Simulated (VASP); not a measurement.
# O2 in VASP: single point with PBEsol

Aim: the single point of O2 with PBEsol.

Program: VASP 6.6.1. These are calculated values, not measurements. Logs are shortened: lines on timing, memory, paths and dates and some standing lists are left out, and cuts for length are marked.

### 1 The cell of the first run

The cell holds a molecule in a box, 2 atoms: a = 9.000 Å, b = 9.500 Å, c = 10.000 Å, α = 90.00°, β = 90.00°, γ = 90.00°.

### 2 Single point, PBEsol, collinear spin, ferromagnetic start

Input file INCAR:

```
PREC = Accurate ; ENCUT = 1000
EDIFF = 1E-6 ; ISMEAR = -1
SIGMA = 0.02 ; LREAL = False
LASPH = True ; NELM = 200
ALGO = Normal ; ISIF = 2
LWAVE = False ; LCHARG = False
ISPIN = 2 ; MAGMOM = 1 1
LORBIT = 11 ; GGA = PS
NBANDS = 17 ; GGA_COMPAT = False
NELMDL = -8
```

Input file KPOINTS:

```
regular mesh
0
Gamma
  1 1 1
```

Input file POSCAR:

```
O
1.0
    9.0000000000      0.0000000000      0.0000000000
    0.0000000000      9.5000000000      0.0000000000
    0.0000000000      0.0000000000     10.0000000000
O
2
Direct
    0.5000000000      0.5000000000      0.4394967595
    0.5000000000      0.5000000000      0.5605032405
```

Potentials or basis: VASP PAW PBE potentials, release 64 (O_h).

The run is started by

```sh
cat potpaw_PBE.64/O_h/POTCAR > POTCAR
mpirun -np 1 vasp_gam > vasp.out
```

OUTCAR:

```text
PREC = Accurate
   ENCUT = 1000
   EDIFF = 1E-6
   ISMEAR = -1
   LREAL = False
   LASPH = True
   NELM = 200
   ISIF = 2
   ISPIN = 2
   LORBIT = 11
   GGA = PS
   NELMDL = -8

 ion  position               nearest neighbor table
   1  0.500  0.500  0.439-   2 1.21
   2  0.500  0.500  0.561-   1 1.21

  LATTYP: Found a simple orthorhombic cell.
 ALAT       =     9.0000000000
 B/A-ratio  =     1.0555555556
 C/A-ratio  =     1.1111111111

  Lattice vectors:

 A1 = (   9.0000000000,   0.0000000000,   0.0000000000)
 A2 = (   0.0000000000,   9.5000000000,   0.0000000000)
 A3 = (   0.0000000000,   0.0000000000,  10.0000000000)

Analysis of symmetry for initial positions (statically):
=====================================================================
 Subroutine PRICEL returns:
 Original cell was already a primitive cell.

 Routine SETGRP: Setting up the symmetry group for a
 simple orthorhombic supercell.

 Subroutine GETGRP returns: Found  8 space group operations
 (whereof  8 operations were pure point group operations)
 out of a pool of  8 trial point group operations.

The static configuration has the point symmetry D_2h.

Analysis of symmetry for dynamics (positions and initial velocities):
=====================================================================
 Subroutine PRICEL returns:
 Original cell was already a primitive cell.

 Routine SETGRP: Setting up the symmetry group for a
 simple orthorhombic supercell.

 Subroutine GETGRP returns: Found  8 space group operations
 (whereof  8 operations were pure point group operations)
 out of a pool of  8 trial point group operations.

The dynamic configuration has the point symmetry D_2h.

Analysis of structural, dynamic, and magnetic symmetry:
=====================================================================
 Subroutine PRICEL returns:
 Original cell was already a primitive cell.

 Routine SETGRP: Setting up the symmetry group for a
 simple orthorhombic supercell.

 Subroutine GETGRP returns: Found  8 space group operations
 (whereof  8 operations were pure point group operations)
 out of a pool of  8 trial point group operations.

The overall configuration has the point symmetry D_2h.

 Subroutine INISYM returns: Found  8 space group operations
 (whereof  8 operations are pure point group operations),
 and found     1 'primitive' translations

----------------------------------------------------------------------------------------

                                     Primitive cell

  volume of cell :     855.0000

  direct lattice vectors                    reciprocal lattice vectors
     9.000000000  0.000000000  0.000000000     0.111111111  0.000000000  0.000000000
     0.000000000  9.500000000  0.000000000     0.000000000  0.105263158  0.000000000
     0.000000000  0.000000000 10.000000000     0.000000000  0.000000000  0.100000000

  length of vectors
     9.000000000  9.500000000 10.000000000     0.111111111  0.105263158  0.100000000

  position of ions in fractional coordinates (direct lattice)
     0.500000000  0.500000000  0.439496760
     0.500000000  0.500000000  0.560503240

  ion indices of the primitive-cell ions
   primitive index   ion index
                 1           1
                 2           2

----------------------------------------------------------------------------------------

 KPOINTS: regular mesh

Automatic generation of k-mesh.
 Grid dimensions read from file:
 generate k-points for:    1    1    1

 Generating k-lattice:

  Cartesian coordinates                     Fractional coordinates (reciprocal lattice)
     0.111111111  0.000000000  0.000000000     1.000000000  0.000000000  0.000000000
     0.000000000  0.105263158  0.000000000     0.000000000  1.000000000  0.000000000
     0.000000000  0.000000000  0.100000000     0.000000000  0.000000000  1.000000000

  Length of vectors
     0.111111111  0.105263158  0.100000000

  Shift w.r.t. Gamma in fractional coordinates (k-lattice)
     0.000000000  0.000000000  0.000000000

 Subroutine IBZKPT returns following result:
 ===========================================

 Found      1 irreducible k-points:

 Following reciprocal coordinates:
            Coordinates               Weight
  0.000000  0.000000  0.000000      1.000000
   k-points           NKPTS =      1   k-points in BZ     NKDIM =      1   number of bands    NBANDS=     17
   number of dos      NEDOS =    301   number of ions     NIONS =      2
   total plane-waves  NPLWV = ******
   dimension x,y,z NGX =    96 NGY =   98 NGZ =  108
   dimension x,y,z NGXF=   192 NGYF=  196 NGZF=  216
   ions per type =               2
   NGX,Y,Z   is equivalent  to a cutoff of  17.73, 17.15, 17.95 a.u.
   NGXF,Y,Z  is equivalent  to a cutoff of  35.47, 34.30, 35.91 a.u.
 SYSTEM =  unknown system
   PREC   = accura    normal or accurate (medium, high low for compatibility)
   ISTART =      0    job   : 0-new  1-cont  2-samecut
   ICHARG =      2    charge: 1-file 2-atom 10-const
   ISPIN  =      2    spin polarized calculation?
   LNONCOLLINEAR =      F non collinear calculations
   LSORBIT =      F    spin-orbit coupling
   LASPH  =      T    aspherical Exc in radial PAW
   ENCUT  = 1000.0 eV  73.50 Ry    8.57 a.u.  23.21 24.50 25.78*2*pi/ulx,y,z
   NELM   =    200;   NELMIN=  2; NELMDL= -8     # of ELM steps
   EDIFF  = 0.1E-05   stopping-criterion for ELM
   LREAL  =      F    real-space projection
   EDIFFG = 0.1E-04   stopping-criterion for IOM
   NSW    =      0    number of steps for IOM
   IBRION =     -1    ionic relax: 0-MD 1-quasi-New 2-CG
   NFREE  =      0    steps in history (QN), initial steepest desc. (CG)
   ISIF   =      2    stress and relaxation
   ISYM   =      2    0-nonsym 1-usesym 2-fastsym
   POTIM  = 0.5000    time-step for ionic-motion
   TEBEG  =    0.0;   TEEND  =   0.0 temperature during run
   PSTRESS=    0.0 pullay stress
   NELECT =      12.0000    total number of electrons
   NUPDOWN=      -1.0000    fix difference up-down
   EMIN   =  10.00;   EMAX   =-10.00  energy-range for DOS
   EFERMI =   0.00;   METHOD = LEGACY
   ISMEAR =    -1;   SIGMA  =   0.02  broadening in eV -4-tet -1-fermi 0-gaus
   EFERMI_NEDOS =   21; number of points for ismear=-14 and -15
   IALGO  =     38    algorithm
   IMIX   =      4    mixing-type and parameters
     AMIX     =   0.40;   BMIX     =  1.00
     AMIX_MAG =   1.60;   BMIX_MAG =  1.00
  volume/ion in A,a.u.               =     427.50      2884.91
  Fermi-wavevector in a.u.,A,eV,Ry     =   0.394893  0.746240  2.121703  0.155941
  Thomas-Fermi vector in A             =   1.339966
   LORBIT       =     11    0 simple, 1 ext, 2 COOP (PROOUT), +10 PAW based schemes
   GGA     = PS    functional components
   LHFCALC =     F    Hartree Fock is set to
   AEXX    =    0.0000 exact exchange contribution
   IVDW    =     0    specifies the selected vdW correction
   LEPSILON=     F    determine dielectric tensor
   LRPA    =     F    only Hartree local field effects (RPA)
 spin polarized calculation
  energy-cutoff  :     1000.00
  volume of cell :      855.00
 maximum number of plane-waves:     30729
 NGX is ok and might be reduce to    96
   NGX = 47   NGY = 49   NGZ = 51

 number of electron      11.9999996 magnetization       1.9999996

 Free energy of the ion-electron system (eV)
  ---------------------------------------------------
  ext. energy  EPLUGINS =         0.00000000
  ---------------------------------------------------
  free energy    TOTEN  =       -10.45286048 eV

  energy without entropy =      -10.45286048  energy(sigma->0) =      -10.45286048

 E-fermi :  -6.0719     XC(G=0):  -0.6186

 val. band max:       -6.5826793223   @ k =   0.0000   0.0000   0.0000
 cond. band min:      -4.3114862302   @ k =   0.0000   0.0000   0.0000
 fundamental gap:      2.2711930920
 Fermi energy:        -6.0719030376

 spin component 1

 k-point     1 :       0.0000    0.0000    0.0000
  band No.  band energies     occupation
      1     -32.6965      1.00000
      2     -20.2326      1.00000
      3     -13.3820      1.00000
      4     -13.3315      1.00000
      5     -13.3315      1.00000
      6      -6.5827      1.00000
[... 9 lines left out ...]
     16       2.8248      0.00000
     17       2.9162      0.00000
 Fermi energy:        -6.0719030376

 spin component 2

 k-point     1 :       0.0000    0.0000    0.0000
  band No.  band energies     occupation
      1     -31.4645      1.00000
      2     -18.4495      1.00000
      3     -12.3589      1.00000
      4     -11.4927      1.00000
      5     -11.4927      1.00000
      6      -4.3115      0.00000
[... 9 lines left out ...]
     16       2.9938      0.00000
     17       3.0038      0.00000

------------------------ aborting loop because EDIFF is reached ----------------------------------------

  FORCE on cell =-STRESS in cart. coord.  units (eV):
  Direction    XX          YY          ZZ          XY          YZ          ZX
  --------------------------------------------------------------------------------------
  -------------------------------------------------------------------------------------
  Total       -0.0094795     -0.0077613      0.2344040      0.0000000      0.0000000      0.0000000
  in kB       -0.0177635     -0.0145438      0.4392477      0.0000000      0.0000000      0.0000000
  external PRESSURE =       0.1356468 kB  Pullay stress =       0.0000000 kB

 VOLUME and BASIS-vectors are now :
 -----------------------------------------------------------------------------
  energy-cutoff  :     1000.00
  volume of cell :      855.00
      direct lattice vectors                 reciprocal lattice vectors
     9.000000000  0.000000000  0.000000000     0.111111111  0.000000000  0.000000000
     0.000000000  9.500000000  0.000000000     0.000000000  0.105263158  0.000000000
     0.000000000  0.000000000 10.000000000     0.000000000  0.000000000  0.100000000

 POSITION                                       TOTAL-FORCE (eV/Angst)
 -----------------------------------------------------------------------------------
      4.50000      4.75000      4.39497         0.000000     -0.000000     -0.200743
      4.50000      4.75000      5.60503         0.000000      0.000000      0.200743
 -----------------------------------------------------------------------------------
    total drift:                                0.000000     -0.000000     -0.000000

  FREE ENERGIE OF THE ION-ELECTRON SYSTEM (eV)
  ---------------------------------------------------
  free  energy   TOTEN  =       -10.4528604841 eV

  energy  without entropy=      -10.4528604841  energy(sigma->0) =      -10.45286048

 total charge

# of ion       s       p       d       tot
------------------------------------------
    1        1.082   2.219   0.000   3.302
    2        1.082   2.219   0.000   3.302
--------------------------------------------------
tot          2.165   4.438   0.000   6.603

 magnetization (x)

# of ion       s       p       d       tot
------------------------------------------
    1        0.013   0.606   0.000   0.619
    2        0.013   0.606   0.000   0.619
--------------------------------------------------
tot          0.026   1.213   0.000   1.239
```

Run time: 3.4 min. Hardware: 1 thread of Intel Xeon 6975P-C (Granite Rapids), shared host; peak memory 2.2 GiB.

Results:

```yaml
Free_energy: -10.4529 eV
Largest_force: 0.201 eV/Å
Gap_between_the_frontier_levels: 2.27 eV
Net_moment: 2.00 μB per cell
Site_moments: O +0.62 μB
Valence_electrons_inside_the_program's_atomic_spheres: O 3.30
```

Forces in eV/Å, atoms in the order of the input:
```
O    0.000  0.000 -0.201
O    0.000  0.000  0.201
```

Levels at points of the mesh, in eV from the valence-band top:
Spin up:
| k point | band 3 | band 4 | band 5 | band 6 | band 7 | band 8 | band 9 | band 10 | band 11 | band 12 |
| --- | --- | --- | --- | --- | --- | --- | --- | --- | --- | --- |
| (0.00, 0.00, 0.00) | -6.80 | -6.75 | -6.75 | 0.00 | 0.00 | 6.33 | 7.56 | 7.89 | 7.89 | 8.05 |
Spin down:
```csv
k point,band 1,band 2,band 3,band 4,band 5,band 6,band 7,band 8,band 9,band 10
"(0.00, 0.00, 0.00)",-24.88,-11.87,-5.78,-4.91,-4.91,2.27,2.27,6.44,7.78,7.95
```

Caveat: the PAW data sets were made with another functional, which shifts forces and pressure a little.
